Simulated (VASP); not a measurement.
Input of a VASP 6.6.1 run:

The input INCAR:

```
SYSTEM = VN
PREC = Accurate ; ENCUT = 520
EDIFF = 1E-7 ; ISMEAR = -1
SIGMA = 0.05 ; LREAL = .False.
LASPH = .True. ; NELM = 200
ALGO = Normal ; ISIF = 2
LWAVE = .False. ; LCHARG = .False.
ISPIN = 2 ; MAGMOM = 2 0
LORBIT = 11 ; LMAXMIX = 4
GGA = PE ; IBRION = 2
NSW = 80 ; EDIFFG = -0.02
GGA_COMPAT = .False. ; NELMIN = 4
KPAR = 4
```

The input KPOINTS:

```
Automatic mesh
0
Gamma
  19 19 19
  0 0 0
```

The input POSCAR:

```
VN
1.0
    0.0000000000      2.0361046886      2.0361046886
    2.0361046886      0.0000000000      2.0361046886
    2.0361046886      2.0361046886      0.0000000000
V N
1 1
Direct
    0.0000000000      0.0000000000      0.0000000000
    0.5000000000      0.5000000000      0.5000000000
```

Potentials or basis: VASP PAW PBE potentials, release 64 (V_sv, N).

Run with:

```console
$ cat potpaw_PBE.64/V_sv/POTCAR potpaw_PBE.64/N/POTCAR > POTCAR
$ mpirun -np 4 vasp_std > vasp.out
```

(1) What does it give for the band gap on the k mesh?

(2) Estimate the net moment.

## Answers

(1) zero (filled and empty bands overlap).

(2) 0.00 μB per cell.

Caveat: the relaxation stopped at its first step, so nothing moved.
